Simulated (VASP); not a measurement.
# HC16 (a cell with a defect) in VASP: a series of runs, part 2 of 2

VASP 6.6.1. Earlier steps stand in the parts before.

### 3 Single point, PBE

Input file INCAR:

```
SYSTEM = HC16
PREC = Accurate ; ENCUT = 520
EDIFF = 1E-6 ; ISMEAR = 0
SIGMA = 0.05 ; LREAL = Auto
LASPH = .TRUE. ; NELM = 80
ALGO = Normal ; ISIF = 2
LWAVE = .FALSE. ; LCHARG = .FALSE.
GGA = PE ; NBANDS = 46
NELECT = 64.0
```

Input file KPOINTS:

```
regular mesh
0
G
  3 3 3
  0 0 0
```

Input file POSCAR:

```
HC16
1.0
    0.0000000000      3.5700000000      3.5700000000
    3.5700000000      0.0000000000      3.5700000000
    3.5700000000      3.5700000000      0.0000000000
C H
16 1
Direct
    0.0304117647     -0.0118414566     -0.0122333333
    0.1181053221      0.1208966387      0.1306397759
   -0.0031240896     -0.0070302521      0.5040577031
    0.1267394958      0.1208022409      0.6219579832
    0.0008851541      0.4935277311     -0.0015532213
    0.1372654062      0.6091054622      0.1244914566
    0.0028521008      0.4947669468      0.4988478992
    0.1255457983      0.6191396359      0.6249180672
    0.4877211485     -0.0039418768      0.0000275910
    0.5946732493      0.1315581232      0.1367987395
    0.4984221289     -0.0053431373      0.5025254902
    0.6222152661      0.1216813725      0.6256623249
    0.5069180672      0.4948497199     -0.0061205882
    0.6241540616      0.6180579832      0.1260708683
    0.4995086835      0.4948201681      0.4995935574
    0.6282091036      0.6190852941      0.6204530812
    0.8124057423      0.9079141457      0.0614399160
```

Potentials or basis: VASP PAW PBE potentials, release 64 (C, H).

Launch:

```
$ cat potpaw_PBE.64/C/POTCAR potpaw_PBE.64/H/POTCAR > POTCAR
$ mpirun -np 1 vasp_std > vasp.out
```

OUTCAR:

```text
SYSTEM = HC16
   PREC = Accurate
   ENCUT = 520
   EDIFF = 1E-6
   ISMEAR = 0
   LREAL = Auto
   LASPH = .TRUE.
   NELM = 80
   ISIF = 2
   GGA = PE
   NELECT = 64.0

 ion  position               nearest neighbor table
   1  0.030  0.988  0.988-  17 1.18   2 1.50   4 1.51   6 1.56  10 1.80
   2  0.118  0.121  0.131-   1 1.50   9 1.52   5 1.54   3 1.54
   3  0.997  0.993  0.504-   2 1.54   8 1.54  12 1.54   4 1.55
   4  0.127  0.121  0.622-   1 1.51  11 1.53   7 1.54   3 1.55
   5  0.001  0.494  0.998-   2 1.54   8 1.54  14 1.55   6 1.56
   6  0.137  0.609  0.124-  13 1.52   7 1.54   5 1.56   1 1.56
   7  0.003  0.495  0.499-   8 1.54   4 1.54   6 1.54  16 1.54
   8  0.126  0.619  0.625-   7 1.54   5 1.54   3 1.54  15 1.54
   9  0.488  0.996  0.000-   2 1.52  12 1.54  14 1.56  10 1.57
  10  0.595  0.132  0.137-  17 1.18  13 1.50  11 1.51   9 1.57   1 1.80
  11  0.498  0.995  0.503-  10 1.51   4 1.53  12 1.54  16 1.55
  12  0.622  0.122  0.626-  15 1.54  11 1.54   9 1.54   3 1.54
  13  0.507  0.495  0.994-  10 1.50   6 1.52  14 1.54  16 1.54
  14  0.624  0.618  0.126-  13 1.54  15 1.54   5 1.55   9 1.56
  15  0.500  0.495  0.500-  12 1.54  14 1.54  16 1.54   8 1.54
  16  0.628  0.619  0.620-  13 1.54  15 1.54   7 1.54  11 1.55
  17  0.812  0.908  0.061-  10 1.18   1 1.18

  LATTYP: Found a face centered cubic cell.
 ALAT       =     7.1400000000

  Lattice vectors:

 A1 = (   0.0000000000,   3.5700000000,   3.5700000000)
 A2 = (   3.5700000000,   0.0000000000,   3.5700000000)
 A3 = (   3.5700000000,   3.5700000000,   0.0000000000)

Analysis of symmetry for initial positions (statically):
=====================================================================
 Subroutine PRICEL returns:
 Original cell was already a primitive cell.

 Routine SETGRP: Setting up the symmetry group for a
 face centered cubic supercell.

 Subroutine GETGRP returns: Found  1 space group operations
 (whereof  1 operations were pure point group operations)
 out of a pool of 48 trial point group operations.

The static configuration has the point symmetry C_1 .

Analysis of symmetry for dynamics (positions and initial velocities):
=====================================================================
 Subroutine PRICEL returns:
 Original cell was already a primitive cell.

 Routine SETGRP: Setting up the symmetry group for a
 face centered cubic supercell.

 Subroutine GETGRP returns: Found  1 space group operations
 (whereof  1 operations were pure point group operations)
 out of a pool of 48 trial point group operations.

The dynamic configuration has the point symmetry C_1 .

 Subroutine INISYM returns: Found  1 space group operations
 (whereof  1 operations are pure point group operations),
 and found     1 'primitive' translations

----------------------------------------------------------------------------------------

                                     Primitive cell

  volume of cell :      90.9986

  direct lattice vectors                    reciprocal lattice vectors
     0.000000000  3.570000000  3.570000000    -0.140056022  0.140056022  0.140056022
     3.570000000  0.000000000  3.570000000     0.140056022 -0.140056022  0.140056022
     3.570000000  3.570000000  0.000000000     0.140056022  0.140056022 -0.140056022

[... 80 lines left out ...]
  0.333333  0.000000 -0.333333      2.000000
  0.333333  0.333333 -0.333333      2.000000
 -0.333333  0.333333 -0.333333      2.000000
  0.333333 -0.333333 -0.333333      2.000000
   k-points           NKPTS =     14   k-points in BZ     NKDIM =     14   number of bands    NBANDS=     46
   number of dos      NEDOS =    301   number of ions     NIONS =     17
   total plane-waves  NPLWV =  64000
   dimension x,y,z NGX =    40 NGY =   40 NGZ =   40
   dimension x,y,z NGXF=    80 NGYF=   80 NGZF=   80
   ions per type =              16   1
   NGX,Y,Z   is equivalent  to a cutoff of  13.17, 13.17, 13.17 a.u.
   NGXF,Y,Z  is equivalent  to a cutoff of  26.34, 26.34, 26.34 a.u.
 SYSTEM =  HC16
   PREC   = accura    normal or accurate (medium, high low for compatibility)
   ISTART =      0    job   : 0-new  1-cont  2-samecut
   ICHARG =      2    charge: 1-file 2-atom 10-const
   ISPIN  =      1    spin polarized calculation?
   LNONCOLLINEAR =      F non collinear calculations
   LSORBIT =      F    spin-orbit coupling
   LASPH  =      T    aspherical Exc in radial PAW
   ENCUT  =  520.0 eV  38.22 Ry    6.18 a.u.   9.39  9.39  9.39*2*pi/ulx,y,z
   NELM   =     80;   NELMIN=  2; NELMDL= -5     # of ELM steps
   EDIFF  = 0.1E-05   stopping-criterion for ELM
   LREAL  =      T    real-space projection
   EDIFFG = 0.1E-04   stopping-criterion for IOM
   NSW    =      0    number of steps for IOM
   IBRION =     -1    ionic relax: 0-MD 1-quasi-New 2-CG
   NFREE  =      0    steps in history (QN), initial steepest desc. (CG)
   ISIF   =      2    stress and relaxation
   ISYM   =      2    0-nonsym 1-usesym 2-fastsym
   POTIM  = 0.5000    time-step for ionic-motion
   TEBEG  =    0.0;   TEEND  =   0.0 temperature during run
   PSTRESS=    0.0 pullay stress
   NELECT =      64.0000    total number of electrons
   NUPDOWN=      -1.0000    fix difference up-down
   EMIN   =  10.00;   EMAX   =-10.00  energy-range for DOS
   EFERMI =   0.00;   METHOD = LEGACY
   ISMEAR =     0;   SIGMA  =   0.05  broadening in eV -4-tet -1-fermi 0-gaus
   EFERMI_NEDOS =   21; number of points for ismear=-14 and -15
   IALGO  =     38    algorithm
   IMIX   =      4    mixing-type and parameters
     AMIX     =   0.40;   BMIX     =  1.00
     AMIX_MAG =   1.60;   BMIX_MAG =  1.00
  volume/ion in A,a.u.               =       5.35        36.12
  Fermi-wavevector in a.u.,A,eV,Ry     =   1.455872  2.751200 28.838420  2.119564
  Thomas-Fermi vector in A             =   2.572856
   LORBIT       =      0    0 simple, 1 ext, 2 COOP (PROOUT), +10 PAW based schemes
   GGA     = PE    functional components
   LHFCALC =     F    Hartree Fock is set to
   AEXX    =    0.0000 exact exchange contribution
   IVDW    =     0    specifies the selected vdW correction
   LEPSILON=     F    determine dielectric tensor
   LRPA    =     F    only Hartree local field effects (RPA)
 non-spin polarized calculation
 Gauss-broadening in eV      SIGMA  =   0.05
  energy-cutoff  :      520.00
  volume of cell :       91.00
 maximum number of plane-waves:      2453
 NGX is ok and might be reduce to    40
   NGX = 19   NGY = 19   NGZ = 19

 number of electron      64.0000001 magnetization

 Free energy of the ion-electron system (eV)
  ---------------------------------------------------
  ext. energy  EPLUGINS =         0.00000000
  ---------------------------------------------------
  free energy    TOTEN  =      -155.22745117 eV

  energy without entropy =     -155.22745117  energy(sigma->0) =     -155.22745117

 E-fermi :  10.1507     XC(G=0): -13.2420

 val. band max:        9.8912839258   @ k =   0.0000   0.0000   0.0000
 cond. band min:      12.4732569350   @ k =   0.0000   0.0000   0.0000
 fundamental gap:      2.5819730092
 Fermi energy:        10.1506688136

 k-point     1 :       0.0000    0.0000    0.0000
  band No.  band energies     occupation
      1     -11.9897      2.00000
      2      -6.9388      2.00000
      3      -6.0154      2.00000
      4      -5.9369      2.00000
      5      -5.8842      2.00000
      6      -4.7863      2.00000
[... 647 lines left out ...]
     43      19.2660      0.00000
     44      19.4829      0.00000
 [bands above 44 left out]

------------------------ aborting loop because EDIFF is reached ----------------------------------------

  FORCE on cell =-STRESS in cart. coord.  units (eV):
  Direction    XX          YY          ZZ          XY          YZ          ZX
  --------------------------------------------------------------------------------------
  -------------------------------------------------------------------------------------
  Total       -5.8796478     -5.6165935     -5.8726628     -2.5951903      2.6006620     -2.0651039
  in kB     -103.5207117    -98.8892149   -103.3977304    -45.6925231     45.7888621    -36.3594949
  external PRESSURE =    -101.9358857 kB  Pullay stress =       0.0000000 kB

 VOLUME and BASIS-vectors are now :
 -----------------------------------------------------------------------------
  energy-cutoff  :      520.00
  volume of cell :       91.00
      direct lattice vectors                 reciprocal lattice vectors
     0.000000000  3.570000000  3.570000000    -0.140056022  0.140056022  0.140056022
     3.570000000  0.000000000  3.570000000     0.140056022 -0.140056022  0.140056022
     3.570000000  3.570000000  0.000000000     0.140056022  0.140056022 -0.140056022

 POSITION                                       TOTAL-FORCE (eV/Angst)
 -----------------------------------------------------------------------------------
      7.05405      3.63490      3.63630         0.010879      0.001545      0.003613
      0.89799      0.88802      0.85324         0.009363     -0.004823     -0.000967
      5.34439      5.35833      7.10375        -0.002231     -0.000391      0.001080
      2.65165      2.67285      0.88372        -0.000428     -0.006493      0.002436
      5.32635      3.56762      1.76505         0.000580     -0.002100     -0.004780
      2.61894      0.93447      2.66454        -0.000336      0.000191     -0.011510
[... 9 lines left out ...]
      4.42515      4.45772      4.45284         0.000299     -0.000934     -0.001138
      3.46059      3.11963      6.14154        -0.016047      0.001393     -0.017134
 -----------------------------------------------------------------------------------
    total drift:                                0.024280      0.003706      0.029860

  FREE ENERGIE OF THE ION-ELECTRON SYSTEM (eV)
  ---------------------------------------------------
  free  energy   TOTEN  =      -155.2274511691 eV

  energy  without entropy=     -155.2274511691  energy(sigma->0) =     -155.22745117
```

It took 3.3 min on 1 thread of Intel Xeon 8259CL, shared host; peak memory 0.25 GiB.

Results:

```
Free energy   : -155.2275 eV
Largest force : 0.024 eV/Å
```

Forces on the atoms (eV/Å):
```
C    0.011  0.002  0.004
C    0.009 -0.005 -0.001
C   -0.002  0.000  0.001
C    0.000 -0.006  0.002
C    0.001 -0.002 -0.005
C    0.000  0.000 -0.012
C    0.007 -0.004 -0.001
C    0.002  0.004  0.001
C   -0.012  0.000  0.001
C    0.001 -0.002  0.010
C    0.004  0.007  0.000
C   -0.002  0.004  0.005
C    0.000  0.006  0.009
C   -0.004  0.001  0.001
C    0.001 -0.003  0.001
C    0.000 -0.001 -0.001
H   -0.016  0.001 -0.017
```

Caveat: the k points lie up to 0.51 Å⁻¹ apart; the cell carries a net charge on a neutralising background, which shifts energy and pressure; the cell is charged against a uniform background, so pressure and absolute levels hang on convention.

### 4 Single point, PBE

Input file INCAR:

```
SYSTEM = HC16
ALGO = Normal
EDIFF = 1E-7
ENCUT = 520
GGA = PE
ISIF = 2
ISMEAR = 0
LASPH = .TRUE.
LCHARG = .TRUE.
LELF = .TRUE.
LREAL = Auto
LVHAR = .TRUE.
LWAVE = .FALSE.
NBANDS = 46
NELECT = 64.0
NELM = 80
PREC = Accurate
SIGMA = 0.05
```

Input file KPOINTS:

```
k-points
0
G
  3 3 3
  0 0 0
```

Input file POSCAR:

```
HC16
1.0
    0.0000000000      3.5700000000      3.5700000000
    3.5700000000      0.0000000000      3.5700000000
    3.5700000000      3.5700000000      0.0000000000
C H
16 1
Direct
   -0.0021002801     -0.0268680672      0.0349117647
    0.1292500000      0.1160528011      0.1240382353
    0.0048535014     -0.0145238095      0.4939344538
    0.1399068627      0.1217287115      0.6006247899
    0.0016565826      0.4894719888      0.0021851541
    0.1295682073      0.6077368347      0.1313373950
    0.0038443978      0.4882735294      0.5030351541
    0.1304770308      0.6111039216      0.6276238095
    0.5018572829     -0.0160656863      0.0065754902
    0.6169942577      0.1100883754      0.1432362745
    0.5036250700     -0.0206850140      0.5126567227
    0.6268415966      0.1115315126      0.6297998599
    0.5034005602      0.4844137255      0.0082002801
    0.6278344538      0.6103450980      0.1310305322
    0.5036218487      0.4850207283      0.5049352941
    0.6280992997      0.6059738095      0.6333567227
    0.9078442577      1.0602736695     -0.1796921569
```

Launch:

```
$ cat potpaw_PBE.64/C/POTCAR potpaw_PBE.64/H/POTCAR > POTCAR
$ mpirun -np 1 vasp_std > vasp.out
```

Wall time 2.8 min (1 thread of Intel Xeon 8259CL, shared host); peak memory 0.25 GiB.

The run converged. Its results:

```yaml
Free_energy: -155.2272 eV
Largest_force: 0.032 eV/Å
```

Forces on the atoms (eV/Å):
```
C    0.015  0.005 -0.003
C   -0.003  0.004  0.000
C   -0.006 -0.002 -0.018
C   -0.005  0.009  0.007
C    0.002 -0.016  0.005
C   -0.008  0.006 -0.002
C    0.023 -0.001  0.005
C    0.009 -0.009 -0.001
C   -0.006  0.009 -0.001
C   -0.002  0.003 -0.004
C   -0.003  0.008 -0.005
C   -0.003  0.010 -0.012
C   -0.002 -0.003  0.007
C    0.002 -0.008  0.007
C    0.009 -0.008 -0.001
C    0.007 -0.003  0.012
H   -0.031 -0.005  0.004
```

Levels at points of the mesh, in eV from the Fermi level:
```
           k point  band 28  band 29  band 30  band 31  band 32  band 33  band 34  band 35  band 36  band 37
(0.00, 0.00, 0.00)    -2.96    -2.84    -0.51    -0.37    -0.22     2.41     3.08     4.06     4.28     4.58
```

Caveat: the k points lie up to 0.51 Å⁻¹ apart; the cell carries a net charge on a neutralising background, which shifts energy and pressure; the cell is charged against a uniform background, so pressure and absolute levels hang on convention.
